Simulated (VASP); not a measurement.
Here is a VASP 6.6.1 calculation.

The input INCAR:

```
SYSTEM = BaO
  PREC = Accurate
  ENCUT = 1340
  EDIFF = 1E-6
  ISMEAR = 0
  SIGMA = 0.02
  LREAL = .FALSE.
  LASPH = .TRUE.
  NELM = 120
  ALGO = Normal
  ISIF = 2
  LWAVE = .FALSE.
  LCHARG = .TRUE.
  GGA = PE
  LELF = .TRUE.
  LVHAR = .TRUE.
  NBANDS = 15
  GGA_COMPAT = .FALSE.
```

File KPOINTS:

```
regular mesh
0
G
  8 8 8
  0 0 0
```

The input POSCAR:

```
BaO
1.0
    0.0000000000      2.7870116207      2.7870116207
    2.7870116207      0.0000000000      2.7870116207
    2.7870116207      2.7870116207      0.0000000000
Ba O
1 1
Direct
    0.0000000000      0.0000000000      0.0000000000
    0.5000000000      0.5000000000      0.5000000000
```

Potentials or basis: VASP PAW PBE potentials, release 64 (Ba_sv, O_h).

Launch:

```console
$ cat potpaw_PBE.64/Ba_sv/POTCAR potpaw_PBE.64/O_h/POTCAR > POTCAR
$ mpirun -np 1 vasp_std > vasp.out
```

Question: Predict the pressure.

Answer: 1.5 GPa.

Question: What does it give for the band gap on the k mesh?

Answer: 2.04 eV.

Caveat: spin-orbit coupling is left out, which moves the levels of the heavy elements. A k mesh can miss the band edges.
